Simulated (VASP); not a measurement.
# IrRu4 (P6_3/mmc) in VASP: single point with PBE

Aim: the single point of IrRu4 with PBE.

Program: VASP 6.6.1. These are calculated values, not measurements. Logs are shortened: lines on timing, memory, paths and dates and some standing lists are left out, and cuts for length are marked.

### Step 1. The cell of the first run

Symmetry: P6_3/mmc, No. 194, hexagonal system. The conventional cell has a = 2.727 Å, b = 2.727 Å, c = 21.592 Å, α = 90.00°, β = 90.00°, γ = 120.00°. Within 3.5 Å of Ru (site symmetry 3m) lie 9 Ru at 2.65 to 2.73 Å and 3 Ir at 2.70 Å. Ru (site symmetry 3m) has 12 Ru at 2.65 to 2.73 Å within 3.5 Å. Ir (site symmetry -6m2) has 6 Ru at 2.70 Å and 6 Ir at 2.73 Å within 3.6 Å.

### Step 2. Single point, PBE

Input file INCAR:

```
SYSTEM = IrRu4
  PREC = Accurate
  ENCUT = 500
  EDIFF = 1E-6
  ISMEAR = 0
  SIGMA = 0.1
  LREAL = .FALSE.
  LASPH = .TRUE.
  NELM = 300
  ALGO = All
  ISIF = 2
  LWAVE = .FALSE.
  LCHARG = .TRUE.
  GGA = PE
  LVHAR = .TRUE.
  NBANDS = 76
  GGA_COMPAT = .FALSE.
  ISEARCH = 1
  KPAR = 4
```

Input file KPOINTS:

```
regular mesh
0
G
  18 18 2
  0 0 0
```

Input file POSCAR:

```
IrRu4
1.0
    2.7269719842      0.0000000000      0.0000000000
   -1.3634859921      2.3616270137      0.0000000000
    0.0000000000      0.0000000000     21.5919263000
Ru Ir
8 2
Direct
    0.3333333333      0.6666666667      0.6482590000
    0.3333333333      0.6666666667      0.8517410000
    0.3333333333      0.6666666667      0.0497830000
    0.3333333333      0.6666666667      0.4502170000
    0.6666666667      0.3333333333      0.9502170000
    0.6666666667      0.3333333333      0.1482590000
    0.6666666667      0.3333333333      0.3517410000
    0.6666666667      0.3333333333      0.5497830000
    0.3333333333      0.6666666667      0.2500000000
    0.6666666667      0.3333333333      0.7500000000
```

Potentials or basis: VASP PAW PBE potentials, release 64 (Ru_pv, Ir).

The run is started by

```
> cat potpaw_PBE.64/Ru_pv/POTCAR potpaw_PBE.64/Ir/POTCAR > POTCAR
> mpirun -np 4 vasp_std > vasp.out
```

OUTCAR:

```text
SYSTEM = IrRu4
   PREC = Accurate
   ENCUT = 500
   EDIFF = 1E-6
   ISMEAR = 0
   LREAL = .FALSE.
   LASPH = .TRUE.
   NELM = 300
   ISIF = 2
   GGA = PE

 ion  position               nearest neighbor table
   1  0.333  0.667  0.648-   8 2.65   8 2.65   8 2.65  10 2.70  10 2.70  10 2.70
   2  0.333  0.667  0.852-   5 2.65   5 2.65   5 2.65  10 2.70  10 2.70  10 2.70
   3  0.333  0.667  0.050-   6 2.65   6 2.65   6 2.65   5 2.66   5 2.66   5 2.66
   4  0.333  0.667  0.450-   7 2.65   7 2.65   7 2.65   8 2.66   8 2.66   8 2.66
   5  0.667  0.333  0.950-   2 2.65   2 2.65   2 2.65   3 2.66   3 2.66   3 2.66
   6  0.667  0.333  0.148-   3 2.65   3 2.65   3 2.65   9 2.70   9 2.70   9 2.70
   7  0.667  0.333  0.352-   4 2.65   4 2.65   4 2.65   9 2.70   9 2.70   9 2.70
   8  0.667  0.333  0.550-   1 2.65   1 2.65   1 2.65   4 2.66   4 2.66   4 2.66
   9  0.333  0.667  0.250-   6 2.70   7 2.70   6 2.70   7 2.70   6 2.70   7 2.70
  10  0.667  0.333  0.750-   1 2.70   2 2.70   1 2.70   2 2.70   1 2.70   2 2.70

  LATTYP: Found a hexagonal cell.
 ALAT       =     2.7269719842
 C/A-ratio  =     7.9179127711

  Lattice vectors:

 A1 = (   2.7269719842,   0.0000000000,   0.0000000000)
 A2 = (  -1.3634859921,   2.3616270137,   0.0000000000)
 A3 = (   0.0000000000,   0.0000000000,  21.5919263000)

Analysis of symmetry for initial positions (statically):
=====================================================================
 Subroutine PRICEL returns:
 Original cell was already a primitive cell.

 Routine SETGRP: Setting up the symmetry group for a
 hexagonal supercell.

 Subroutine GETGRP returns: Found 24 space group operations
 (whereof 12 operations were pure point group operations)
 out of a pool of 24 trial point group operations.

The static configuration has the point symmetry D_3d.
 The point group associated with its full space group is D_6h.

Analysis of symmetry for dynamics (positions and initial velocities):
=====================================================================
 Subroutine PRICEL returns:
 Original cell was already a primitive cell.

 Routine SETGRP: Setting up the symmetry group for a
 hexagonal supercell.

 Subroutine GETGRP returns: Found 24 space group operations
 (whereof 12 operations were pure point group operations)
 out of a pool of 24 trial point group operations.

The dynamic configuration has the point symmetry D_3d.
 The point group associated with its full space group is D_6h.

 Subroutine INISYM returns: Found 24 space group operations
 (whereof 12 operations are pure point group operations),
 and found     1 'primitive' translations

----------------------------------------------------------------------------------------

                                     Primitive cell

  volume of cell :     139.0540

  direct lattice vectors                    reciprocal lattice vectors
     2.726971984  0.000000000  0.000000000     0.366707104  0.211718445  0.000000000
    -1.363485992  2.361627014  0.000000000     0.000000000  0.423436891  0.000000000
     0.000000000  0.000000000 21.591926300     0.000000000  0.000000000  0.046313608

  length of vectors
     2.726971984  2.726971984 21.591926300     0.423436891  0.423436891  0.046313608

  position of ions in fractional coordinates (direct lattice)
     0.333333333  0.666666667  0.648259000
     0.333333333  0.666666667  0.851741000
     0.333333333  0.666666667  0.049783000
     0.333333333  0.666666667  0.450217000
     0.666666667  0.333333333  0.950217000
     0.666666667  0.333333333  0.148259000
     0.666666667  0.333333333  0.351741000
     0.666666667  0.333333333  0.549783000
     0.333333333  0.666666667  0.250000000
     0.666666667  0.333333333  0.750000000

  ion indices of the primitive-cell ions
   primitive index   ion index
                 1           1
                 2           2
                 3           3
                 4           4
                 5           5
                 6           6
                 7           7
                 8           8
                 9           9
                10          10

----------------------------------------------------------------------------------------

 KPOINTS: regular mesh

Automatic generation of k-mesh.
 Grid dimensions read from file:
 generate k-points for:   18   18    2

 Generating k-lattice:

  Cartesian coordinates                     Fractional coordinates (reciprocal lattice)
     0.020372617  0.011762136  0.000000000     0.055555556 -0.000000000  0.000000000
     0.000000000  0.023524272  0.000000000     0.000000000  0.055555556  0.000000000
     0.000000000  0.000000000  0.023156804     0.000000000  0.000000000  0.500000000

  Length of vectors
     0.023524272  0.023524272  0.023156804

  Shift w.r.t. Gamma in fractional coordinates (k-lattice)
     0.000000000  0.000000000  0.000000000

 Subroutine IBZKPT returns following result:
 ===========================================

 Found     74 irreducible k-points:

 Following reciprocal coordinates:
            Coordinates               Weight
  0.000000  0.000000  0.000000      1.000000
  0.055556 -0.000000  0.000000      6.000000
  0.111111 -0.000000  0.000000      6.000000
  0.166667 -0.000000  0.000000      6.000000
  0.222222  0.000000  0.000000      6.000000
  0.277778 -0.000000  0.000000      6.000000
[... 16 lines left out ...]
  0.333333  0.111111  0.000000     12.000000
  0.388889  0.111111  0.000000     12.000000
 [... further k-points ...]
   k-points           NKPTS =     74   k-points in BZ     NKDIM =     74   number of bands    NBANDS=     76
   number of dos      NEDOS =    301   number of ions     NIONS =     10
   total plane-waves  NPLWV =  64000
   dimension x,y,z NGX =    20 NGY =   20 NGZ =  160
   dimension x,y,z NGXF=    40 NGYF=   40 NGZF=  320
   ions per type =               8   2
   NGX,Y,Z   is equivalent  to a cutoff of  12.19, 12.19, 12.32 a.u.
   NGXF,Y,Z  is equivalent  to a cutoff of  24.39, 24.39, 24.64 a.u.
 SYSTEM =  IrRu4
   PREC   = accura    normal or accurate (medium, high low for compatibility)
   ISTART =      0    job   : 0-new  1-cont  2-samecut
   ICHARG =      2    charge: 1-file 2-atom 10-const
   ISPIN  =      1    spin polarized calculation?
   LNONCOLLINEAR =      F non collinear calculations
   LSORBIT =      F    spin-orbit coupling
   LASPH  =      T    aspherical Exc in radial PAW
   ENCUT  =  500.0 eV  36.75 Ry    6.06 a.u.   4.97  4.97 39.37*2*pi/ulx,y,z
   NELM   =    300;   NELMIN=  2; NELMDL= -5     # of ELM steps
   EDIFF  = 0.1E-05   stopping-criterion for ELM
   LREAL  =      F    real-space projection
   EDIFFG = 0.1E-04   stopping-criterion for IOM
   NSW    =      0    number of steps for IOM
   IBRION =     -1    ionic relax: 0-MD 1-quasi-New 2-CG
   NFREE  =      0    steps in history (QN), initial steepest desc. (CG)
   ISIF   =      2    stress and relaxation
   ISYM   =      2    0-nonsym 1-usesym 2-fastsym
   POTIM  = 0.5000    time-step for ionic-motion
   TEBEG  =    0.0;   TEEND  =   0.0 temperature during run
   PSTRESS=    0.0 pullay stress
   NELECT =     130.0000    total number of electrons
   NUPDOWN=      -1.0000    fix difference up-down
   EMIN   =  10.00;   EMAX   =-10.00  energy-range for DOS
   EFERMI =   0.00;   METHOD = LEGACY
   ISMEAR =     0;   SIGMA  =   0.10  broadening in eV -4-tet -1-fermi 0-gaus
   EFERMI_NEDOS =   21; number of points for ismear=-14 and -15
   IALGO  =     58    algorithm
   IMIX   =      4    mixing-type and parameters
     AMIX     =   0.40;   BMIX     =  1.00
     AMIX_MAG =   1.60;   BMIX_MAG =  1.00
  volume/ion in A,a.u.               =      13.91        93.84
  Fermi-wavevector in a.u.,A,eV,Ry     =   1.600767  3.025011 34.864322  2.562455
  Thomas-Fermi vector in A             =   2.697851
   LORBIT       =      0    0 simple, 1 ext, 2 COOP (PROOUT), +10 PAW based schemes
   GGA     = PE    functional components
   LHFCALC =     F    Hartree Fock is set to
   AEXX    =    0.0000 exact exchange contribution
   IVDW    =     0    specifies the selected vdW correction
   LEPSILON=     F    determine dielectric tensor
   LRPA    =     F    only Hartree local field effects (RPA)
 non-spin polarized calculation
 Gauss-broadening in eV      SIGMA  =   0.10
  energy-cutoff  :      500.00
  volume of cell :      139.05
 maximum number of plane-waves:      3594
 NGX is ok and might be reduce to    20
   NGX =  9   NGY =  9   NGZ = 79

 number of electron     130.0000021 magnetization

 Free energy of the ion-electron system (eV)
  ---------------------------------------------------
  ext. energy  EPLUGINS =         0.00000000
  ---------------------------------------------------
  free energy    TOTEN  =       -91.83910885 eV

  energy without entropy =      -91.80610891  energy(sigma->0) =      -91.82260888

 E-fermi :  12.1163     XC(G=0): -13.9979

 val. band max:       12.1089718664   @ k =   0.1111  -0.0000   0.0000
 cond. band min:      12.1364734071   @ k =   0.3889   0.0556   0.5000
 fundamental gap:      0.0275015407
 Fermi energy:        12.1162945766

 k-point     1 :       0.0000    0.0000    0.0000
  band No.  band energies     occupation
      1     -31.4781      2.00000
      2     -31.4756      2.00000
      3     -31.2366      2.00000
      4     -31.2303      2.00000
      5     -30.8734      2.00000
      6     -30.8673      2.00000
[... 68 lines left out ...]
     75      12.6846      0.00000
     76      12.8608      0.00000

 k-point     2 :       0.0556   -0.0000    0.0000
  band No.  band energies     occupation
      1     -31.4700      2.00000
      2     -31.4676      2.00000
      3     -31.2339      2.00000
      4     -31.2280      2.00000
      5     -30.8803      2.00000
      6     -30.8744      2.00000
[... 68 lines left out ...]
     75      12.6347      0.00000
     76      12.8573      0.00000

 k-point     3 :       0.1111   -0.0000    0.0000
  band No.  band energies     occupation
      1     -31.4465      2.00000
      2     -31.4444      2.00000
      3     -31.2274      2.00000
      4     -31.2224      2.00000
      5     -30.9046      2.00000
      6     -30.8994      2.00000
[... 1648 lines left out ...]
     75      14.3549      0.00000
     76      14.5635      0.00000

 k-point    24 :       0.3889    0.1111    0.0000
  band No.  band energies     occupation
      1     -31.3957      2.00000
      2     -31.3948      2.00000
      3     -31.3859      2.00000
      4     -31.3859      2.00000
      5     -31.3101      2.00000
      6     -31.3084      2.00000
[... 68 lines left out ...]
     75      15.1123      0.00000
     76      15.5898      0.00000

 [... further k-points ...]

------------------------ aborting loop because EDIFF is reached ----------------------------------------

  FORCE on cell =-STRESS in cart. coord.  units (eV):
  Direction    XX          YY          ZZ          XY          YZ          ZX
  --------------------------------------------------------------------------------------
  -------------------------------------------------------------------------------------
  Total        0.0502280      0.0502280      0.0388279      0.0000000     -0.0000000      0.0000000
  in kB        0.5787257      0.5787257      0.4473738      0.0000000     -0.0000000      0.0000000
  external PRESSURE =       0.5349417 kB  Pullay stress =       0.0000000 kB

 VOLUME and BASIS-vectors are now :
 -----------------------------------------------------------------------------
  energy-cutoff  :      500.00
  volume of cell :      139.05
      direct lattice vectors                 reciprocal lattice vectors
     2.726971984  0.000000000  0.000000000     0.366707104  0.211718445  0.000000000
    -1.363485992  2.361627014  0.000000000     0.000000000  0.423436891  0.000000000
     0.000000000  0.000000000 21.591926300     0.000000000  0.000000000  0.046313608

 POSITION                                       TOTAL-FORCE (eV/Angst)
 -----------------------------------------------------------------------------------
     -0.00000      1.57442     13.99716        -0.000000      0.000000     -0.010876
     -0.00000      1.57442     18.39073        -0.000000      0.000000      0.010876
     -0.00000      1.57442      1.07491         0.000000     -0.000000     -0.012001
     -0.00000      1.57442      9.72105        -0.000000     -0.000000      0.012001
      1.36349      0.78721     20.51702         0.000000      0.000000      0.012001
      1.36349      0.78721      3.20120         0.000000      0.000000     -0.010876
      1.36349      0.78721      7.59477         0.000000      0.000000      0.010876
      1.36349      0.78721     11.87087         0.000000      0.000000     -0.012001
     -0.00000      1.57442      5.39798         0.000000      0.000000      0.000000
      1.36349      0.78721     16.19394         0.000000      0.000000      0.000000
 -----------------------------------------------------------------------------------
    total drift:                               -0.000000      0.000000     -0.000000

  FREE ENERGIE OF THE ION-ELECTRON SYSTEM (eV)
  ---------------------------------------------------
  free  energy   TOTEN  =       -91.8391088452 eV

  energy  without entropy=      -91.8061156732  energy(sigma->0) =      -91.82261226
```

Wall time 11 min (4 MPI ranks of Intel Xeon 6975P-C (Granite Rapids), shared host); peak memory 1.2 GiB.

Results:

| Property | Result |
| --- | --- |
| Free energy | -91.8391 eV |
| Pressure | 0.1 GPa |
| Largest force | 0.012 eV/Å |
| Band gap on the k mesh | zero (bands 65 and 66 overlap by 2.95 eV) |

Forces in eV/Å, atoms in the order of the input:
```
Ru   0.000  0.000 -0.011
Ru   0.000  0.000  0.011
Ru   0.000  0.000 -0.012
Ru   0.000  0.000  0.012
Ru   0.000  0.000  0.012
Ru   0.000  0.000 -0.011
Ru   0.000  0.000  0.011
Ru   0.000  0.000 -0.012
Ir   0.000  0.000  0.000
Ir   0.000  0.000  0.000
```

Levels at points of the mesh, in eV from the Fermi level:
```csv
k point,band 60,band 61,band 62,band 63,band 64,band 65,band 66,band 67,band 68,band 69
"(0.00, 0.00, 0.00)",-2.06,-2.06,-1.65,-1.65,-1.20,-1.20,-1.01,-1.01,-0.63,-0.21
"(0.50, 0.00, 0.00)",0.74,0.87,1.04,1.07,1.22,1.26,1.35,1.38,1.44,1.50
"(0.00, 0.00, 0.50)",-2.11,-1.51,-1.51,-1.50,-1.50,-1.50,-1.50,-0.63,-0.63,-0.63
"(0.50, 0.00, 0.50)",0.19,0.96,0.96,1.02,1.02,1.33,1.33,1.43,1.43,1.56
```

Caveat: spin-orbit coupling is left out, which moves the levels of the heavy elements.

The gap in the log of VASP goes by the Fermi energy; the results here count the filled bands.